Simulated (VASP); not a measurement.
# Al3N in VASP: notebook

Runs on Al3N. Level: PBE. Tasks: single point.

All numbers are computed with VASP 6.6.1; they aren't measurements. Logs are shortened: lines on timing, memory, paths and dates and some standing lists are left out, and cuts for length are marked.

## (1) The cell of the first run

The cell holds a slab with vacuum, 4 atoms: a = 2.857 Å, b = 2.857 Å, c = 20.101 Å, α = 90.00°, β = 90.00°, γ = 120.00°.

## (2) Single point, PBE

File INCAR:

```
  ALGO = Normal
  DIPOL = 0.5 0.5 0.354
  EDIFF = 1E-6
  ENCUT = 520
  GGA = PE
  IDIPOL = 3
  ISIF = 2
  ISMEAR = 0
  LASPH = T
  LCHARG = F
  LDIPOL = T
  LREAL = F
  LWAVE = F
  NBANDS = 15
  NELM = 100
  PREC = Accurate
  SIGMA = 0.1
```

File KPOINTS:

```
k-points
0
Gamma
  9 9 1
```

File POSCAR:

```
Al3N
1.0
    2.8567582919      0.0000000000      0.0000000000
   -1.4283791460      2.4740252533      0.0000000000
    0.0000000000      0.0000000000     20.1013781961
Al N
3 1
Direct
    0.6666666667      0.3333333334      0.1989913309
    0.3333333333      0.6666666666      0.3134471576
    0.0000000000      0.0000000000      0.4278999237
    0.0000000000      0.5000000000      0.4753200609
```

Potentials or basis: VASP PAW PBE potentials, release 64 (Al, N).

Run with:

```bash
$ cat potpaw_PBE.64/Al/POTCAR potpaw_PBE.64/N/POTCAR > POTCAR
$ mpirun -np 1 vasp_std > vasp.out
```

OUTCAR:

```text
EDIFF = 1E-6
   ENCUT = 520
   GGA = PE
   ISIF = 2
   ISMEAR = 0
   LASPH = T
   LREAL = F
   NELM = 100
   PREC = Accurate

 ion  position               nearest neighbor table
   1  0.667  0.333  0.199-   2 2.83   2 2.83   2 2.83
   2  0.333  0.667  0.313-   3 2.83   3 2.83   3 2.83   1 2.83   1 2.83   1 2.83
   3  0.000  0.000  0.428-   4 1.72   4 1.72   2 2.83   2 2.83   2 2.83
   4  0.000  0.500  0.475-   3 1.72   3 1.72

  LATTYP: Found a hexagonal cell.
 ALAT       =     2.8567582919
 C/A-ratio  =     7.0364294568

  Lattice vectors:

 A1 = (   2.8567582919,   0.0000000000,   0.0000000000)
 A2 = (  -1.4283791460,   2.4740252533,   0.0000000000)
 A3 = (   0.0000000000,   0.0000000000,  20.1013781961)

Analysis of symmetry for initial positions (statically):
=====================================================================
 Subroutine PRICEL returns:
 Original cell was already a primitive cell.

 Routine SETGRP: Setting up the symmetry group for a
 hexagonal supercell.

 Subroutine GETGRP returns: Found  2 space group operations
 (whereof  2 operations were pure point group operations)
 out of a pool of 24 trial point group operations.

The static configuration has the point symmetry C_1h.

Analysis of symmetry for dynamics (positions and initial velocities):
=====================================================================
 Subroutine PRICEL returns:
 Original cell was already a primitive cell.

 Routine SETGRP: Setting up the symmetry group for a
 hexagonal supercell.

 Subroutine GETGRP returns: Found  2 space group operations
 (whereof  2 operations were pure point group operations)
 out of a pool of 24 trial point group operations.

The dynamic configuration has the point symmetry C_1h.

 Subroutine INISYM returns: Found  2 space group operations
 (whereof  2 operations are pure point group operations),
 and found     1 'primitive' translations

----------------------------------------------------------------------------------------

                                     Primitive cell

  volume of cell :     142.0704

  direct lattice vectors                    reciprocal lattice vectors
     2.856758292  0.000000000  0.000000000     0.350047116  0.202099796  0.000000000
    -1.428379146  2.474025253  0.000000000     0.000000000  0.404199593  0.000000000
     0.000000000  0.000000000 20.101378196     0.000000000  0.000000000  0.049747833

  length of vectors
     2.856758292  2.856758292 20.101378196     0.404199593  0.404199593  0.049747833

  position of ions in fractional coordinates (direct lattice)
     0.666666667  0.333333333  0.198991331
     0.333333333  0.666666667  0.313447158
     0.000000000  0.000000000  0.427899924
     0.000000000  0.500000000  0.475320061

  ion indices of the primitive-cell ions
   primitive index   ion index
                 1           1
                 2           2
                 3           3
                 4           4

----------------------------------------------------------------------------------------

 KPOINTS: k-points

Automatic generation of k-mesh.
 Grid dimensions read from file:
 generate k-points for:    9    9    1

 Generating k-lattice:

  Cartesian coordinates                     Fractional coordinates (reciprocal lattice)
     0.038894124  0.022455533  0.000000000     0.111111111  0.000000000  0.000000000
     0.000000000  0.044911066  0.000000000     0.000000000  0.111111111  0.000000000
     0.000000000  0.000000000  0.049747833     0.000000000  0.000000000  1.000000000

  Length of vectors
     0.044911066  0.044911066  0.049747833

  Shift w.r.t. Gamma in fractional coordinates (k-lattice)
     0.000000000  0.000000000  0.000000000

 Subroutine IBZKPT returns following result:
 ===========================================

 Found     25 irreducible k-points:

 Following reciprocal coordinates:
            Coordinates               Weight
  0.000000  0.000000  0.000000      1.000000
  0.111111  0.000000  0.000000      2.000000
  0.000000  0.111111  0.000000      4.000000
  0.222222  0.000000  0.000000      2.000000
  0.000000  0.222222  0.000000      4.000000
  0.333333 -0.000000  0.000000      2.000000
[... 16 lines left out ...]
 -0.222222 -0.444444  0.000000      4.000000
  0.444444  0.333333  0.000000      4.000000
   k-points           NKPTS =     25   k-points in BZ     NKDIM =     25   number of bands    NBANDS=     15
   number of dos      NEDOS =    301   number of ions     NIONS =      4
   total plane-waves  NPLWV =  86400
   dimension x,y,z NGX =    24 NGY =   24 NGZ =  150
   dimension x,y,z NGXF=    48 NGYF=   48 NGZF=  300
   ions per type =               3   1
   NGX,Y,Z   is equivalent  to a cutoff of  13.97, 13.97, 12.41 a.u.
   NGXF,Y,Z  is equivalent  to a cutoff of  27.93, 27.93, 24.81 a.u.
 SYSTEM =  unknown system
   PREC   = accura    normal or accurate (medium, high low for compatibility)
   ISTART =      0    job   : 0-new  1-cont  2-samecut
   ICHARG =      2    charge: 1-file 2-atom 10-const
   ISPIN  =      1    spin polarized calculation?
   LNONCOLLINEAR =      F non collinear calculations
   LSORBIT =      F    spin-orbit coupling
   LASPH  =      T    aspherical Exc in radial PAW
   ENCUT  =  520.0 eV  38.22 Ry    6.18 a.u.   5.31  5.31 37.38*2*pi/ulx,y,z
   NELM   =    100;   NELMIN=  2; NELMDL= -5     # of ELM steps
   EDIFF  = 0.1E-05   stopping-criterion for ELM
   LREAL  =      F    real-space projection
   EDIFFG = 0.1E-04   stopping-criterion for IOM
   NSW    =      0    number of steps for IOM
   IBRION =     -1    ionic relax: 0-MD 1-quasi-New 2-CG
   NFREE  =      0    steps in history (QN), initial steepest desc. (CG)
   ISIF   =      2    stress and relaxation
   ISYM   =      2    0-nonsym 1-usesym 2-fastsym
   POTIM  = 0.5000    time-step for ionic-motion
   TEBEG  =    0.0;   TEEND  =   0.0 temperature during run
   PSTRESS=    0.0 pullay stress
   NELECT =      14.0000    total number of electrons
   NUPDOWN=      -1.0000    fix difference up-down
   EMIN   =  10.00;   EMAX   =-10.00  energy-range for DOS
   EFERMI =   0.00;   METHOD = LEGACY
   ISMEAR =     0;   SIGMA  =   0.10  broadening in eV -4-tet -1-fermi 0-gaus
   EFERMI_NEDOS =   21; number of points for ismear=-14 and -15
   IALGO  =     38    algorithm
   IMIX   =      4    mixing-type and parameters
     AMIX     =   0.40;   BMIX     =  1.00
     AMIX_MAG =   1.60;   BMIX_MAG =  1.00
  volume/ion in A,a.u.               =      35.52       239.68
  Fermi-wavevector in a.u.,A,eV,Ry     =   0.756165  1.428944  7.779606  0.571785
  Thomas-Fermi vector in A             =   1.854223
   LORBIT       =      0    0 simple, 1 ext, 2 COOP (PROOUT), +10 PAW based schemes
   GGA     = PE    functional components
   LHFCALC =     F    Hartree Fock is set to
   AEXX    =    0.0000 exact exchange contribution
   IVDW    =     0    specifies the selected vdW correction
   LEPSILON=     F    determine dielectric tensor
   LRPA    =     F    only Hartree local field effects (RPA)
 non-spin polarized calculation
 Gauss-broadening in eV      SIGMA  =   0.10
  energy-cutoff  :      520.00
  volume of cell :      142.07
 maximum number of plane-waves:      3849
 NGX is ok and might be reduce to    24
   NGX = 11   NGY = 11   NGZ = 75

 dipolmoment           0.000000      0.000000     -0.042096 electrons x Angstroem

 number of electron      13.9999999 magnetization

 dipolmoment           0.000000      0.000000      0.151346 electrons x Angstroem

 Free energy of the ion-electron system (eV)
  ---------------------------------------------------
  ext. energy  EPLUGINS =         0.00000000
  ---------------------------------------------------
  free energy    TOTEN  =       -17.65712172 eV

  energy without entropy =      -17.63879004  energy(sigma->0) =      -17.64795588

 E-fermi :  -0.9263     XC(G=0):  -4.7803

 val. band max:       -0.9664928868   @ k =   0.0000   0.4444   0.0000
 cond. band min:      -0.9240126618   @ k =  -0.2222  -0.4444   0.0000
 fundamental gap:      0.0424802249
 Fermi energy:        -0.9263153554

 k-point     1 :       0.0000    0.0000    0.0000
  band No.  band energies     occupation
      1     -15.8249      2.00000
      2     -11.3318      2.00000
      3      -8.9048      2.00000
      4      -5.6539      2.00000
      5      -2.7796      2.00000
      6      -1.3049      2.00000
      7       0.2647      0.00000
      8       0.3835      0.00000
      9       2.8116      0.00000
     10       4.3909      0.00000
     11       5.9862      0.00000
     12       6.9621      0.00000
     13       7.7268      0.00000
     14       8.8654      0.00000
     15      10.3036      0.00000

 k-point     2 :       0.1111    0.0000    0.0000
  band No.  band energies     occupation
      1     -15.6492      2.00000
      2     -11.0398      2.00000
      3      -8.6274      2.00000
      4      -5.4019      2.00000
      5      -2.5822      2.00000
      6      -1.4375      2.00000
      7      -0.7052      0.00177
      8       0.6681      0.00000
      9       3.1405      0.00000
     10       4.7142      0.00000
     11       6.2422      0.00000
     12       6.8158      0.00000
     13       7.2670      0.00000
     14       7.9891      0.00000
     15       8.3111      0.00000
[... 365 lines left out ...]
      3      -5.3645      2.00000
      4      -3.7228      2.00000
      5      -3.4740      2.00000
      6      -2.9397      2.00000
      7      -2.0078      2.00000
      8      -0.9240      0.97402
      9      -0.0914      0.00000
     10       0.7257      0.00000
     11       1.8113      0.00000
     12       2.8691      0.00000
     13       4.5329      0.00000
     14       5.6425      0.00000
     15       7.0232      0.00000

 k-point    24 :       0.4444    0.3333    0.0000
  band No.  band energies     occupation
      1     -13.7455      2.00000
      2      -6.0969      2.00000
      3      -5.3233      2.00000
      4      -3.9064      2.00000
      5      -3.3391      2.00000
      6      -3.0004      2.00000
      7      -1.9511      2.00000
      8      -0.9679      1.44378
      9      -0.1509      0.00000
     10       0.6886      0.00000
     11       1.9099      0.00000
     12       2.7684      0.00000
     13       4.8576      0.00000
     14       5.2635      0.00000
     15       7.2201      0.00000

 [... further k-points ...]

------------------------ aborting loop because EDIFF is reached ----------------------------------------

 vacuum level on the upper side and lower side of the slab       (xc-potential included)         1.867        -1.913

  FORCE on cell =-STRESS in cart. coord.  units (eV):
  Direction    XX          YY          ZZ          XY          YZ          ZX
  --------------------------------------------------------------------------------------
  -------------------------------------------------------------------------------------
  Total        2.0708401      6.9949652      1.8323700     -4.2644174      0.0074841      0.0129628
  in kB       23.3535925     78.8846828     20.6642806    -48.0913349      0.0844008      0.1461864
  external PRESSURE =      40.9675187 kB  Pullay stress =       0.0000000 kB

 VOLUME and BASIS-vectors are now :
 -----------------------------------------------------------------------------
  energy-cutoff  :      520.00
  volume of cell :      142.07
      direct lattice vectors                 reciprocal lattice vectors
     2.856758292  0.000000000  0.000000000     0.350047116  0.202099796  0.000000000
    -1.428379146  2.474025253  0.000000000     0.000000000  0.404199593  0.000000000
     0.000000000  0.000000000 20.101378196     0.000000000  0.000000000  0.049747833

 POSITION                                       TOTAL-FORCE (eV/Angst)
 -----------------------------------------------------------------------------------
      1.42838      0.82468      4.00000         0.031388      0.018122     -0.323568
     -0.00000      1.64935      6.30072        -0.053052     -0.030630     -0.145214
      0.00000      0.00000      8.60138        -0.015099     -0.008717      0.458662
     -0.71419      1.23701      9.55459         0.036763      0.021225      0.010120
 -----------------------------------------------------------------------------------
    total drift:                                0.000170      0.000098     -0.000298

  FREE ENERGIE OF THE ION-ELECTRON SYSTEM (eV)
  ---------------------------------------------------
  free  energy   TOTEN  =       -17.6571217192 eV

  energy  without entropy=      -17.6387900441  energy(sigma->0) =      -17.64795588

 vacuum level on the upper side and lower side of the slab         7.001         3.072
```

Wall time 69 s (1 thread of Intel Xeon Platinum 8488C (Sapphire Rapids), shared host); peak memory 0.27 GiB.

What came out:

- Free energy: -17.6571 eV
- Largest force: 0.459 eV/Å
- Band gap on the k mesh: zero (band 7 reaches 0.26 eV, above the bottom of band 8 at -1.56 eV)

Forces in eV/Å, atoms in the order of the input:
```
Al   0.031  0.018 -0.324
Al  -0.053 -0.031 -0.145
Al  -0.015 -0.009  0.459
N    0.037  0.021  0.010
```

(Part 1 of 2 ends here.)
